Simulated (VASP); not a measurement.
# HfBiO (P4/mmm) in VASP: notebook

The runs below take HfBiO through single point, relaxation of cell and atoms, with PBE.

All numbers are computed with VASP 6.6.1; they aren't measurements. Logs are shortened: lines on timing, memory, paths and dates and some standing lists are left out, and cuts for length are marked.

## 1. The cell of the first run

The structure is tetragonal, space group P4/mmm (No. 123). Conventional cell: a = 3.152 Å, b = 3.152 Å, c = 5.991 Å, α = 90.00°, β = 90.00°, γ = 90.00°. Hf (site symmetry 4/mmm) has 4 O at 2.23 Å within 2.9 Å. Bi (site symmetry 4/mmm) has 2 Hf at 3.00 Å and 4 Bi at 3.15 Å and 8 O at 3.73 Å within 3.9 Å. Within 2.9 Å of O (site symmetry 4/mmm) lie 4 Hf at 2.23 Å.

## 2. Single point, PBE

INCAR

```
  PREC = Accurate
  ENCUT = 520
  EDIFF = 1E-6
  ISMEAR = 0
  SIGMA = 0.1
  LREAL = False
  LASPH = True
  NELM = 60
  ALGO = Normal
  ISIF = 2
  LWAVE = False
  LCHARG = False
  GGA = PE
  NBANDS = 22
```

KPOINTS

```
Automatic mesh
0
Gamma
  4 4 4
```

POSCAR

```
HfBiO
1.0
    3.1519976938      0.0000000000      0.0000000000
    0.0000000000      3.1519976938      0.0000000000
    0.0000000000      0.0000000000      5.9909556761
Hf Bi O
1 1 1
Direct
    0.5000000000      0.5000000000      0.0000000000
    0.5000000000      0.5000000000      0.5000000000
    0.0000000000      0.0000000000      0.0000000000
```

Potentials or basis: VASP PAW PBE potentials, release 64 (Hf_pv, Bi_d, O).

Launch:

```sh
> cat potpaw_PBE.64/Hf_pv/POTCAR potpaw_PBE.64/Bi_d/POTCAR potpaw_PBE.64/O/POTCAR > POTCAR
> mpirun -np 1 vasp_std > vasp.out
```

OUTCAR:

```text
PREC = Accurate
   ENCUT = 520
   EDIFF = 1E-6
   ISMEAR = 0
   LREAL = False
   LASPH = True
   NELM = 60
   ISIF = 2
   GGA = PE

 ion  position               nearest neighbor table
   1  0.500  0.500  0.000-   3 2.23   3 2.23   3 2.23   3 2.23   2 3.00   2 3.00
   2  0.500  0.500  0.500-   1 3.00   1 3.00
   3  0.000  0.000  0.000-   1 2.23   1 2.23   1 2.23   1 2.23

  LATTYP: Found a simple tetragonal cell.
 ALAT       =     3.1519976938
 C/A-ratio  =     1.9006852981

  Lattice vectors:

 A1 = (   3.1519976938,   0.0000000000,   0.0000000000)
 A2 = (   0.0000000000,   3.1519976938,   0.0000000000)
 A3 = (   0.0000000000,   0.0000000000,   5.9909556761)

Analysis of symmetry for initial positions (statically):
=====================================================================
 Subroutine PRICEL returns:
 Original cell was already a primitive cell.

 Routine SETGRP: Setting up the symmetry group for a
 simple tetragonal supercell.

 Subroutine GETGRP returns: Found 16 space group operations
 (whereof 16 operations were pure point group operations)
 out of a pool of 16 trial point group operations.

The static configuration has the point symmetry D_4h.

Analysis of symmetry for dynamics (positions and initial velocities):
=====================================================================
 Subroutine PRICEL returns:
 Original cell was already a primitive cell.

 Routine SETGRP: Setting up the symmetry group for a
 simple tetragonal supercell.

 Subroutine GETGRP returns: Found 16 space group operations
 (whereof 16 operations were pure point group operations)
 out of a pool of 16 trial point group operations.

The dynamic configuration has the point symmetry D_4h.

 Subroutine INISYM returns: Found 16 space group operations
 (whereof 16 operations are pure point group operations),
 and found     1 'primitive' translations

----------------------------------------------------------------------------------------

                                     Primitive cell

  volume of cell :      59.5207

  direct lattice vectors                    reciprocal lattice vectors
     3.151997694  0.000000000  0.000000000     0.317259115  0.000000000  0.000000000
     0.000000000  3.151997694  0.000000000     0.000000000  0.317259115  0.000000000
     0.000000000  0.000000000  5.990955676     0.000000000  0.000000000  0.166918277

  length of vectors
     3.151997694  3.151997694  5.990955676     0.317259115  0.317259115  0.166918277

  position of ions in fractional coordinates (direct lattice)
     0.500000000  0.500000000  0.000000000
     0.500000000  0.500000000  0.500000000
     0.000000000  0.000000000  0.000000000

  ion indices of the primitive-cell ions
   primitive index   ion index
                 1           1
                 2           2
                 3           3

----------------------------------------------------------------------------------------

 KPOINTS: Automatic mesh

Automatic generation of k-mesh.
 Grid dimensions read from file:
 generate k-points for:    4    4    4

 Generating k-lattice:

  Cartesian coordinates                     Fractional coordinates (reciprocal lattice)
     0.079314779  0.000000000  0.000000000     0.250000000  0.000000000  0.000000000
     0.000000000  0.079314779  0.000000000     0.000000000  0.250000000  0.000000000
     0.000000000  0.000000000  0.041729569     0.000000000  0.000000000  0.250000000

  Length of vectors
     0.079314779  0.079314779  0.041729569

  Shift w.r.t. Gamma in fractional coordinates (k-lattice)
     0.000000000  0.000000000  0.000000000

 Subroutine IBZKPT returns following result:
 ===========================================

 Found     18 irreducible k-points:

 Following reciprocal coordinates:
            Coordinates               Weight
  0.000000  0.000000  0.000000      1.000000
  0.250000  0.000000  0.000000      4.000000
  0.500000  0.000000  0.000000      2.000000
  0.250000  0.250000  0.000000      4.000000
  0.500000  0.250000  0.000000      4.000000
  0.500000  0.500000  0.000000      1.000000
[... 10 lines left out ...]
  0.500000  0.250000  0.500000      4.000000
  0.500000  0.500000  0.500000      1.000000
   k-points           NKPTS =     18   k-points in BZ     NKDIM =     18   number of bands    NBANDS=     22
   number of dos      NEDOS =    301   number of ions     NIONS =      3
   total plane-waves  NPLWV =  27648
   dimension x,y,z NGX =    24 NGY =   24 NGZ =   48
   dimension x,y,z NGXF=    48 NGYF=   48 NGZF=   96
   ions per type =               1   1   1
   NGX,Y,Z   is equivalent  to a cutoff of  12.66, 12.66, 13.32 a.u.
   NGXF,Y,Z  is equivalent  to a cutoff of  25.32, 25.32, 26.64 a.u.
 SYSTEM =  unknown system
   PREC   = accura    normal or accurate (medium, high low for compatibility)
   ISTART =      0    job   : 0-new  1-cont  2-samecut
   ICHARG =      2    charge: 1-file 2-atom 10-const
   ISPIN  =      1    spin polarized calculation?
   LNONCOLLINEAR =      F non collinear calculations
   LSORBIT =      F    spin-orbit coupling
   LASPH  =      T    aspherical Exc in radial PAW
   ENCUT  =  520.0 eV  38.22 Ry    6.18 a.u.   5.86  5.86 11.14*2*pi/ulx,y,z
   NELM   =     60;   NELMIN=  2; NELMDL= -5     # of ELM steps
   EDIFF  = 0.1E-05   stopping-criterion for ELM
   LREAL  =      F    real-space projection
   EDIFFG = 0.1E-04   stopping-criterion for IOM
   NSW    =      0    number of steps for IOM
   IBRION =     -1    ionic relax: 0-MD 1-quasi-New 2-CG
   NFREE  =      0    steps in history (QN), initial steepest desc. (CG)
   ISIF   =      2    stress and relaxation
   ISYM   =      2    0-nonsym 1-usesym 2-fastsym
   POTIM  = 0.5000    time-step for ionic-motion
   TEBEG  =    0.0;   TEEND  =   0.0 temperature during run
   PSTRESS=    0.0 pullay stress
   NELECT =      31.0000    total number of electrons
   NUPDOWN=      -1.0000    fix difference up-down
   EMIN   =  10.00;   EMAX   =-10.00  energy-range for DOS
   EFERMI =   0.00;   METHOD = LEGACY
   ISMEAR =     0;   SIGMA  =   0.10  broadening in eV -4-tet -1-fermi 0-gaus
   EFERMI_NEDOS =   21; number of points for ismear=-14 and -15
   IALGO  =     38    algorithm
   IMIX   =      4    mixing-type and parameters
     AMIX     =   0.40;   BMIX     =  1.00
     AMIX_MAG =   1.60;   BMIX_MAG =  1.00
  volume/ion in A,a.u.               =      19.84       133.89
  Fermi-wavevector in a.u.,A,eV,Ry     =   1.317163  2.489077 23.604988  1.734918
  Thomas-Fermi vector in A             =   2.447223
   LORBIT       =      0    0 simple, 1 ext, 2 COOP (PROOUT), +10 PAW based schemes
   GGA     = PE    functional components
   LHFCALC =     F    Hartree Fock is set to
   AEXX    =    0.0000 exact exchange contribution
   IVDW    =     0    specifies the selected vdW correction
   LEPSILON=     F    determine dielectric tensor
   LRPA    =     F    only Hartree local field effects (RPA)
 non-spin polarized calculation
 Gauss-broadening in eV      SIGMA  =   0.10
  energy-cutoff  :      520.00
  volume of cell :       59.52
 maximum number of plane-waves:      1648
 NGX is ok and might be reduce to    24
   NGX = 11   NGY = 11   NGZ = 23

 number of electron      30.9999996 magnetization

 Free energy of the ion-electron system (eV)
  ---------------------------------------------------
  ext. energy  EPLUGINS =         0.00000000
  ---------------------------------------------------
  free energy    TOTEN  =       -22.91725210 eV

  energy without entropy =      -22.89387440  energy(sigma->0) =      -22.90556325

 E-fermi :   6.8984     XC(G=0): -10.8012

 val. band max:        6.8584455664   @ k =   0.2500   0.2500   0.2500
 cond. band min:       6.9044288579   @ k =   0.5000   0.5000   0.2500
 fundamental gap:      0.0459832915
 Fermi energy:         6.8983611010

 k-point     1 :       0.0000    0.0000    0.0000
  band No.  band energies     occupation
      1     -25.2125      2.00000
      2     -24.9664      2.00000
      3     -24.9664      2.00000
      4     -15.8592      2.00000
      5     -15.6373      2.00000
      6     -15.4212      2.00000
[... 14 lines left out ...]
     21      11.3680      0.00000
     22      11.3680      0.00000

 k-point     2 :       0.2500    0.0000    0.0000
  band No.  band energies     occupation
      1     -25.2753      2.00000
      2     -25.1879      2.00000
      3     -24.9310      2.00000
      4     -15.7592      2.00000
      5     -15.5438      2.00000
      6     -15.4891      2.00000
[... 14 lines left out ...]
     21      12.1613      0.00000
     22      12.3388      0.00000

 k-point     3 :       0.5000    0.0000    0.0000
  band No.  band energies     occupation
      1     -25.5638      2.00000
      2     -25.1632      2.00000
      3     -24.8953      2.00000
      4     -15.7165      2.00000
      5     -15.5566      2.00000
      6     -15.5334      2.00000
[... 14 lines left out ...]
     21      13.5367      0.00000
     22      14.3288      0.00000

 k-point     4 :       0.2500    0.2500    0.0000
  band No.  band energies     occupation
      1     -25.2434      2.00000
      2     -25.1776      2.00000
      3     -25.1647      2.00000
      4     -15.5796      2.00000
      5     -15.5449      2.00000
      6     -15.5235      2.00000
[... 14 lines left out ...]
     21      10.4704      0.00000
     22      14.0783      0.00000

 k-point     5 :       0.5000    0.2500    0.0000
  band No.  band energies     occupation
      1     -25.4750      2.00000
      2     -25.1447      2.00000
      3     -25.1414      2.00000
      4     -15.6077      2.00000
      5     -15.5481      2.00000
      6     -15.5343      2.00000
[... 267 lines left out ...]
 k-point    16 :       0.2500    0.2500    0.5000
  band No.  band energies     occupation
      1     -25.2435      2.00000
      2     -25.1778      2.00000
      3     -25.1714      2.00000
      4     -15.5796      2.00000
      5     -15.5440      2.00000
      6     -15.5005      2.00000
[... 14 lines left out ...]
     21      12.7743      0.00000
     22      14.3847      0.00000

 k-point    17 :       0.5000    0.2500    0.5000
  band No.  band energies     occupation
      1     -25.4752      2.00000
      2     -25.1479      2.00000
      3     -25.1448      2.00000
      4     -15.6075      2.00000
      5     -15.5464      2.00000
      6     -15.5213      2.00000
[... 14 lines left out ...]
     21      13.0218      0.00000
     22      13.1735      0.00000

 k-point    18 :       0.5000    0.5000    0.5000
  band No.  band energies     occupation
      1     -25.3835      2.00000
      2     -25.3835      2.00000
      3     -25.1260      2.00000
      4     -15.6803      2.00000
      5     -15.5378      2.00000
      6     -15.5378      2.00000
[... 14 lines left out ...]
     21      12.4458      0.00000
     22      12.6330      0.00000

------------------------ aborting loop because EDIFF is reached ----------------------------------------

  FORCE on cell =-STRESS in cart. coord.  units (eV):
  Direction    XX          YY          ZZ          XY          YZ          ZX
  --------------------------------------------------------------------------------------
  -------------------------------------------------------------------------------------
  Total       -0.5056305     -0.5056305     -0.0996775      0.0000000      0.0000000      0.0000000
  in kB      -13.6105590    -13.6105590     -2.6831187      0.0000000      0.0000000      0.0000000
  external PRESSURE =      -9.9680789 kB  Pullay stress =       0.0000000 kB

 VOLUME and BASIS-vectors are now :
 -----------------------------------------------------------------------------
  energy-cutoff  :      520.00
  volume of cell :       59.52
      direct lattice vectors                 reciprocal lattice vectors
     3.151997694  0.000000000  0.000000000     0.317259115  0.000000000  0.000000000
     0.000000000  3.151997694  0.000000000     0.000000000  0.317259115  0.000000000
     0.000000000  0.000000000  5.990955676     0.000000000  0.000000000  0.166918277

 POSITION                                       TOTAL-FORCE (eV/Angst)
 -----------------------------------------------------------------------------------
      1.57600      1.57600      0.00000         0.000000      0.000000      0.000000
      1.57600      1.57600      2.99548         0.000000      0.000000      0.000000
      0.00000      0.00000      0.00000         0.000000      0.000000      0.000000
 -----------------------------------------------------------------------------------
    total drift:                                0.000000     -0.000000     -0.000000

  FREE ENERGIE OF THE ION-ELECTRON SYSTEM (eV)
  ---------------------------------------------------
  free  energy   TOTEN  =       -22.9172521011 eV

  energy  without entropy=      -22.8938743986  energy(sigma->0) =      -22.90556325
```

It took 9.5 s on 1 thread of Intel Xeon 6975P-C (Granite Rapids), shared host; peak memory 0.18 GiB.

Results:

| Property | Result |
| --- | --- |
| Free energy | -22.9173 eV |
| Pressure | -1.0 GPa |

Stress tensor (GPa, compression positive):
```
-1.36  0.00  0.00
 0.00 -1.36  0.00
 0.00  0.00 -0.27
```

Levels at points of the mesh, in eV from the Fermi level:
```csv
k point,band 13,band 14,band 15,band 16,band 17,band 18
"(0.00, 0.00, 0.00)",-4.98,-2.22,-1.99,0.25,2.08,2.25
"(0.50, 0.00, 0.00)",-5.93,-4.50,-1.42,1.45,1.53,2.77
"(0.50, 0.50, 0.00)",-4.69,-2.36,-2.36,-0.74,-0.74,0.93
"(0.00, 0.00, 0.50)",-4.98,-4.98,-2.23,1.76,1.76,2.03
"(0.50, 0.00, 0.50)",-6.45,-3.61,-3.23,2.07,2.47,2.84
"(0.50, 0.50, 0.50)",-4.71,-3.10,-3.10,-1.95,0.70,0.70
```

Caveat: the k points lie up to 0.50 Å⁻¹ apart; spin-orbit coupling is left out, which moves the levels of the heavy elements; an odd number of electrons without spin polarisation forces a metal; a magnetic or distorted state may lie lower.

[end of part 1 of 3]
